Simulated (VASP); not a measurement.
Set up this calculation in VASP 6.6.1, as the native input.

```
Task                   : single point
Functional             : PBE
Potentials or basis    : VASP PAW PBE potentials, release 64 (As)
Cutoff                 : 520 eV
k mesh                 : 7 × 8 × 8
Occupations            : gaussian, width 0.1 eV
Spin                   : no spin polarisation
Dipole correction      : no
Further INCAR settings : ALGO = Normal; EDIFF = 1e-06; NBANDS = 8
```

The structure of As lies in POSCAR:

```
As
1.0
    2.9794804000     -0.1006165900      0.3237709600
   -0.1006165900      2.5830128800      0.2618843200
    0.3237709600      0.2618843200      2.5485519600
As
1
Direct
    0.5000000000      0.5000000000      0.5000000000
```

The input as run:

INCAR

```
SYSTEM = As
  ALGO = Normal
  EDIFF = 1E-6
  ENCUT = 520
  GGA = PE
  ISIF = 2
  ISMEAR = 0
  LASPH = .True.
  LCHARG = .False.
  LREAL = .False.
  LWAVE = .False.
  NBANDS = 8
  NELM = 100
  PREC = Accurate
  SIGMA = 0.1
```

KPOINTS

```
k-points
0
Gamma
  7 8 8
  0 0 0
```

Potentials or basis: VASP PAW PBE potentials, release 64 (As).

The run is started by

```bash
$ cat potpaw_PBE.64/As/POTCAR > POTCAR
$ mpirun -np 1 vasp_std > vasp.out
```

It gave:

| Property | Result |
| --- | --- |
| Pressure | 7.8 GPa |

Run time: 9.5 s on 1 thread of Intel Xeon 6975P-C, on a shared host, peak memory 0.15 GiB.
